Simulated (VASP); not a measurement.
A run of VASP 6.6.1:

File INCAR:

```
  ALGO = Normal
  EDIFF = 1E-6
  ENCUT = 520
  GGA = PS
  ISIF = 2
  ISMEAR = -1
  LASPH = True
  LCHARG = True
  LELF = True
  LREAL = False
  LVHAR = True
  LWAVE = False
  NBANDS = 32
  NELM = 100
  PREC = Accurate
  SIGMA = 0.1
```

KPOINTS

```
k-points
0
Gamma
  6 6 3
```

File POSCAR:

```
La2Al3Ge
1.0
    4.2141304270      0.0000000000      0.0000000000
   -2.1070652135      3.6495382596      0.0000000000
    0.0000000000      0.0000000000      8.5058243587
La Al Ge
2 3 1
Direct
    0.6666666667      0.3333333333      0.2494100000
    0.6666666667      0.3333333333      0.7505900000
    0.0000000000      0.0000000000      0.5000000000
    0.3333333333      0.6666666667      0.0000000000
    0.3333333333      0.6666666667      0.5000000000
    0.0000000000      0.0000000000      0.0000000000
```

Potentials or basis: VASP PAW PBE potentials, release 64 (La, Al, Ge_d).

Launch:

```console
$ cat potpaw_PBE.64/La/POTCAR potpaw_PBE.64/Al/POTCAR potpaw_PBE.64/Ge_d/POTCAR > POTCAR
$ mpirun -np 1 vasp_std > vasp.out
```

Hardware: 1 thread of Intel(R) Xeon(R) Platinum 8259CL CPU @ 2.50GHz (Skylake/Cascade Lake) (shared host).

Task: Estimate the wall time of this run.

Result: Run time: 77 s on 1 thread of Intel(R) Xeon(R) Platinum 8259CL CPU @ 2.50GHz (Skylake/Cascade Lake), on a shared host, peak memory 0.28 GiB. Counts: scf iterations 15, k points 14.
